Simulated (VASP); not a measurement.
# CdSe (R3m) in VASP: single point with r2SCAN

Aim: the single point of CdSe with r2SCAN.

Program: VASP 6.6.1. These are calculated values, not measurements. Logs are shortened: lines on timing, memory, paths and dates and some standing lists are left out, and cuts for length are marked.

## 1. The cell of the first run

It takes space group R3m (No. 160, trigonal). Conventional cell: a = 4.252 Å, b = 4.252 Å, c = 10.817 Å, α = 90.00°, β = 90.00°, γ = 120.00°. Cd (site symmetry 3m) has 4 Se at 2.64 Å within 3.5 Å. Se (site symmetry 3m) has 4 Cd at 2.64 Å within 3.5 Å.

## 2. Single point, r2SCAN, non-collinear spin, zero start, spin-orbit coupling (epitaxial 111 strain -2.0%)

Input file POSCAR:

```
CdSe
1.0
    0.0773857186      3.0838110647      3.0838110647
    3.0838110647      0.0773857186      3.0838110647
    3.0838110647      3.0838110647      0.0773857186
Cd Se
1 1
Direct
    0.0027670924      0.0027670924      0.0027670924
    0.2472329076      0.2472329076      0.2472329076
```

Input file INCAR.step1:

```
SYSTEM = CdSe
ALGO = Normal
EDIFF = 1E-4
ENCUT = 520
GGA = PE
GGA_COMPAT = .False.
ISMEAR = -1
LASPH = .True.
LCHARG = .False.
LREAL = .False.
LSORBIT = .True.
LWAVE = .True.
MAGMOM = 0 0 0 0 0 0
NBANDS = 30
NELM = 150
PREC = Accurate
SIGMA = 0.02
```

Input file INCAR.step2:

```
SYSTEM = CdSe
ALGO = Normal
EDIFF = 1E-7
ENCUT = 520
GGA_COMPAT = .False.
ISIF = 2
ISMEAR = -1
ISTART = 1
LASPH = .True.
LCHARG = .False.
LMIXTAU = .True.
LORBIT = 11
LORBMOM = .True.
LREAL = .False.
LSORBIT = .True.
LWAVE = .False.
MAGMOM = 0 0 0 0 0 0
METAGGA = R2SCAN
NBANDS = 30
NELM = 150
PREC = Accurate
SIGMA = 0.02
```

Input file KPOINTS:

```
k-points
0
Gamma
  8 8 8
  0 0 0
```

Potentials or basis: VASP PAW PBE potentials, release 64 (Cd, Se).

Launch:

```console
cat potpaw_PBE.64/Cd/POTCAR potpaw_PBE.64/Se/POTCAR > POTCAR
cp INCAR.step1 INCAR
mpirun -np 1 vasp_ncl > vasp.out
cp INCAR.step2 INCAR
mpirun -np 1 vasp_ncl > vasp.out
```

OUTCAR:

```text
SYSTEM = CdSe
   EDIFF = 1E-7
   ENCUT = 520
   ISIF = 2
   ISMEAR = -1
   ISTART = 1
   LASPH = .True.
   LORBIT = 11
   LREAL = .False.
   LSORBIT = .True.
   METAGGA = R2SCAN
   NELM = 150
   PREC = Accurate

 ion  position               nearest neighbor table
   1  0.003  0.003  0.003-   2 2.64   2 2.64   2 2.64   2 2.64
   2  0.247  0.247  0.247-   1 2.64   1 2.64   1 2.64   1 2.64

  LATTYP: Found a trigonal (rhomboedric) cell.
 ALAT       =     4.3618539539
 COS(alpha) =     0.5249289042

  Lattice vectors:

 A1 = (   0.0773857186,   3.0838110647,   3.0838110647)
 A2 = (   3.0838110647,   0.0773857186,   3.0838110647)
 A3 = (   3.0838110647,   3.0838110647,   0.0773857186)

Analysis of symmetry for initial positions (statically):
=====================================================================
 Subroutine PRICEL returns:
 Original cell was already a primitive cell.

 Routine SETGRP: Setting up the symmetry group for a
 trigonal (rhombohedral) supercell.

 Subroutine GETGRP returns: Found  6 space group operations
 (whereof  6 operations were pure point group operations)
 out of a pool of 12 trial point group operations.

The static configuration has the point symmetry C_3v.

Analysis of symmetry for dynamics (positions and initial velocities):
=====================================================================
 Subroutine PRICEL returns:
 Original cell was already a primitive cell.

 Routine SETGRP: Setting up the symmetry group for a
 trigonal (rhombohedral) supercell.

 Subroutine GETGRP returns: Found  6 space group operations
 (whereof  6 operations were pure point group operations)
 out of a pool of 12 trial point group operations.

The dynamic configuration has the point symmetry C_3v.

Analysis of structural, dynamic, and magnetic symmetry:
=====================================================================
 Subroutine PRICEL returns:
 Original cell was already a primitive cell.

 Routine SETGRP: Setting up the symmetry group for a
 trigonal (rhombohedral) supercell.

 Subroutine GETGRP returns: Found  6 space group operations
 (whereof  6 operations were pure point group operations)
 out of a pool of 12 trial point group operations.

The overall configuration has the point symmetry C_3v.

 Subroutine INISYM returns: Found  6 space group operations
 (whereof  6 operations are pure point group operations),
 and found     1 'primitive' translations

----------------------------------------------------------------------------------------

                                     Primitive cell

  volume of cell :      56.4461

  direct lattice vectors                    reciprocal lattice vectors
     0.077385719  3.083811065  3.083811065    -0.168371321  0.164249611  0.164249611
     3.083811065  0.077385719  3.083811065     0.164249611 -0.168371321  0.164249611
     3.083811065  3.083811065  0.077385719     0.164249611  0.164249611 -0.168371321

  length of vectors
     4.361853954  4.361853954  4.361853954     0.286888081  0.286888081  0.286888081

  position of ions in fractional coordinates (direct lattice)
     0.002767092  0.002767092  0.002767092
     0.247232908  0.247232908  0.247232908

  ion indices of the primitive-cell ions
   primitive index   ion index
                 1           1
                 2           2

----------------------------------------------------------------------------------------

 KPOINTS: k-points

Automatic generation of k-mesh.
 Grid dimensions read from file:
 generate k-points for:    8    8    8

 Generating k-lattice:

  Cartesian coordinates                     Fractional coordinates (reciprocal lattice)
    -0.021046415  0.020531201  0.020531201     0.125000000 -0.000000000 -0.000000000
     0.020531201 -0.021046415  0.020531201    -0.000000000  0.125000000 -0.000000000
     0.020531201  0.020531201 -0.021046415    -0.000000000 -0.000000000  0.125000000
[... 96 lines left out ...]

 number of electron      17.9999999 magnetization      -0.0000000      0.0000000      0.0000000

 Free energy of the ion-electron system (eV)
  ---------------------------------------------------
  ext. energy  EPLUGINS =         0.00000000
  ---------------------------------------------------
  free energy    TOTEN  =       -35.94786618 eV

  energy without entropy =      -35.94786618  energy(sigma->0) =      -35.94786618

 E-fermi :   1.1511     XC(G=0):  -9.4133

 val. band max:        0.7976522310   @ k =   0.0000   0.0000   0.0000
 cond. band min:       1.6765265496   @ k =   0.0000   0.0000   0.0000
 fundamental gap:      0.8788743186
 Fermi energy:         1.1511303201

 k-point     1 :       0.0000    0.0000    0.0000
  band No.  band energies     occupation
      1     -12.3795      1.00000
      2     -12.3795      1.00000
      3      -7.8255      1.00000
      4      -7.8255      1.00000
      5      -7.8129      1.00000
      6      -7.8129      1.00000
[... 781 lines left out ...]
     29      13.1927      0.00000
     30      13.2088      0.00000

 [... further k-points ...]

------------------------ aborting loop because EDIFF is reached ----------------------------------------

  FORCE on cell =-STRESS in cart. coord.  units (eV):
  Direction    XX          YY          ZZ          XY          YZ          ZX
  --------------------------------------------------------------------------------------
  -------------------------------------------------------------------------------------
  Total        0.4810620      0.4810620      0.4810620     -0.2002099     -0.2002099     -0.2002099
  in kB       13.6545637     13.6545637     13.6545637     -5.6827993     -5.6827993     -5.6827993
  external PRESSURE =      13.6545637 kB  Pullay stress =       0.0000000 kB

 VOLUME and BASIS-vectors are now :
 -----------------------------------------------------------------------------
  energy-cutoff  :      520.00
  volume of cell :       56.45
      direct lattice vectors                 reciprocal lattice vectors
     0.077385719  3.083811065  3.083811065    -0.168371321  0.164249611  0.164249611
     3.083811065  0.077385719  3.083811065     0.164249611 -0.168371321  0.164249611
     3.083811065  3.083811065  0.077385719     0.164249611  0.164249611 -0.168371321

 POSITION                                       TOTAL-FORCE (eV/Angst)
 -----------------------------------------------------------------------------------
      0.01728      0.01728      0.01728        -0.002271     -0.002271     -0.002271
      1.54397      1.54397      1.54397         0.002271      0.002271      0.002271
 -----------------------------------------------------------------------------------
    total drift:                                0.000318      0.000318      0.000318

  FREE ENERGIE OF THE ION-ELECTRON SYSTEM (eV)
  ---------------------------------------------------
  free  energy   TOTEN  =       -35.9478661789 eV

  energy  without entropy=      -35.9478661789  energy(sigma->0) =      -35.94786618

 orbital moment (x)

 # of ion     p       d       tot
 ----------------------------------------
  1         0.000   0.000   0.000
  2         0.000   0.000   0.000
 ----------------------------------------
            0.000   0.000   0.000

 orbital moment (y)

 # of ion     p       d       tot
 ----------------------------------------
  1         0.000   0.000   0.000
  2         0.000  -0.000  -0.000
 ----------------------------------------
            0.000   0.000   0.000

 orbital moment (z)

 # of ion     p       d       tot
 ----------------------------------------
  1         0.000   0.000   0.000
  2         0.000   0.000   0.000
 ----------------------------------------
            0.000   0.000   0.000

 Spin-Orbit-Coupling matrix elements

 Ion:    1  E_soc:     -0.0554741
 l=   1
     0.0000000    -0.0024637    -0.0024637
    -0.0024637     0.0000000    -0.0024637
    -0.0024637    -0.0024637     0.0000000
 l=   2
     0.0000000    -0.0013836     0.0000000    -0.0013836    -0.0053984
    -0.0013836     0.0000000    -0.0040488    -0.0013836    -0.0013496
     0.0000000    -0.0040488     0.0000000    -0.0040488     0.0000000
    -0.0013836    -0.0013836    -0.0040488     0.0000000    -0.0013496
    -0.0053984    -0.0013496     0.0000000    -0.0013496     0.0000000
 l=   3
     0.0000000     0.0000000     0.0000000     0.0000000     0.0000000     0.0000000     0.0000000
     0.0000000     0.0000000     0.0000000     0.0000000     0.0000000     0.0000000     0.0000000
     0.0000000     0.0000000     0.0000000     0.0000000     0.0000000     0.0000000     0.0000000
     0.0000000     0.0000000     0.0000000     0.0000000     0.0000000     0.0000000     0.0000000
     0.0000000     0.0000000     0.0000000     0.0000000     0.0000000     0.0000000     0.0000000
     0.0000000     0.0000000     0.0000000     0.0000000     0.0000000     0.0000000     0.0000000
     0.0000000     0.0000000     0.0000000     0.0000000     0.0000000     0.0000000     0.0000000

 Ion:    2  E_soc:     -0.0373202
 l=   1
     0.0000000    -0.0062128    -0.0062128
    -0.0062128     0.0000000    -0.0062128
    -0.0062128    -0.0062128     0.0000000
 l=   2
     0.0000000    -0.0000034     0.0000000    -0.0000034    -0.0000038
    -0.0000034     0.0000000    -0.0000029    -0.0000034    -0.0000010
     0.0000000    -0.0000029     0.0000000    -0.0000029     0.0000000
    -0.0000034    -0.0000034    -0.0000029     0.0000000    -0.0000010
    -0.0000038    -0.0000010     0.0000000    -0.0000010     0.0000000
 l=   3
     0.0000000     0.0000000     0.0000000     0.0000000     0.0000000     0.0000000     0.0000000
     0.0000000     0.0000000     0.0000000     0.0000000     0.0000000     0.0000000     0.0000000
     0.0000000     0.0000000     0.0000000     0.0000000     0.0000000     0.0000000     0.0000000
     0.0000000     0.0000000     0.0000000     0.0000000     0.0000000     0.0000000     0.0000000
     0.0000000     0.0000000     0.0000000     0.0000000     0.0000000     0.0000000     0.0000000
     0.0000000     0.0000000     0.0000000     0.0000000     0.0000000     0.0000000     0.0000000
     0.0000000     0.0000000     0.0000000     0.0000000     0.0000000     0.0000000     0.0000000

 total charge

# of ion       s       p       d       tot
------------------------------------------
    1        0.422   0.306   9.572  10.299
    2        1.438   2.450   0.022   3.910
--------------------------------------------------
tot          1.860   2.756   9.594  14.210

 magnetization (x)

# of ion       s       p       d       tot
------------------------------------------
    1        0.000   0.000   0.000   0.000
    2        0.000  -0.000  -0.000  -0.000
--------------------------------------------------
tot          0.000  -0.000  -0.000  -0.000

 magnetization (y)

# of ion       s       p       d       tot
------------------------------------------
    1        0.000   0.000   0.000   0.000
    2        0.000   0.000   0.000   0.000
--------------------------------------------------
tot          0.000   0.000   0.000   0.000

 magnetization (z)

# of ion       s       p       d       tot
------------------------------------------
    1        0.000   0.000   0.000   0.000
    2        0.000   0.000  -0.000   0.000
--------------------------------------------------
tot          0.000   0.000  -0.000   0.000
```

It took 38 min on 1 thread of Intel Xeon 8259CL, shared host; peak memory 0.57 GiB.

Results:

| Property | Result |
| --- | --- |
| Free energy | -35.9479 eV |
| Pressure | 1.4 GPa |
| Largest force | 0.004 eV/Å |
| Net moment | 0.00 μB per cell |
| Valence electrons inside the program's atomic spheres | Cd 10.30; Se 3.91 |

Forces in eV/Å, atoms in the order of the input:
```
Cd  -0.002 -0.002 -0.002
Se   0.002  0.002  0.002
```

Moments on the atoms (μB; x, y, z):
```
Cd  0.00 0.00 0.00
Se  0.00 0.00 0.00
```

Caveat: the cell differs from its parent crystal (epitaxial 111 strain -2.0%); the structure was generated, so it needn't be the stable form of CdSe; the PAW data sets were made with another functional, which shifts forces and pressure a little.
